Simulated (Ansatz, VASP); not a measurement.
One calculation of Ir, two programs

File INCAR:

```
SYSTEM = Ir
ALGO = Normal ; EDIFF = 1E-6
ENCUT = 520 ; GGA = PE
ISIF = 2 ; ISMEAR = -1
LASPH = .True. ; LCHARG = .False.
LREAL = .False. ; LWAVE = .False.
NBANDS = 10 ; NELM = 100
PREC = Accurate ; SIGMA = 0.03
```

File KPOINTS:

```
k-points
0
Gamma
  18 18 18
  0 0 0
```

Contents of POSCAR:

```
Ir
1.0
    0.0000000000      1.8879624468      1.8879624468
    1.8879624468      0.0000000000      1.8879624468
    1.8879624468      1.8879624468      0.0000000000
Ir
1
Direct
    0.0000000000      0.0000000000      0.0000000000
```

Input for Ansatz:

```yaml
crystal:
  lattice:
    - [0.0, 1.8879624468, 1.8879624468]
    - [1.8879624468, 0.0, 1.8879624468]
    - [1.8879624468, 1.8879624468, 0.0]
  atoms:
    - { symbol: Ir, position: [0.0, 0.0, 0.0] }
kpoints:
  mp_grid: { grid: [18, 18, 18] }
scf:
  occupations: { method: fermi_dirac, width: 0.03 }
hamiltonian:
  xc: pbe
  pseudopotentials: { kind: all_electron, lapw: { basis_error: 0.0005 } }
output:
  forces: true
  stress: true
  eigenvalues: true
```

Change from the starting cell: volume scaled by 0.9405.

Alike in both runs: task single point; functional PBE; k mesh 18 × 18 × 18; occupations fermi-dirac, width 0.03 eV; no spin polarisation.

|  | VASP | Ansatz |
| --- | --- | --- |
| version | VASP 6.6.1 | Ansatz 0.2.0 |
| potentials or method | VASP PAW PBE potentials, release 64 (Ir), cutoff 520 eV | all-electron LAPW, scalar-relativistic |

```tsv
	VASP	Ansatz	Ansatz less VASP
pressure (GPa)	32.1	31.1	-1.04
```

Both programs put the cell under a high pressure, so it lies far from rest at this level. Ansatz ran all-electron here, and VASP with PAW potentials.

Neither program's run includes spin-orbit coupling.
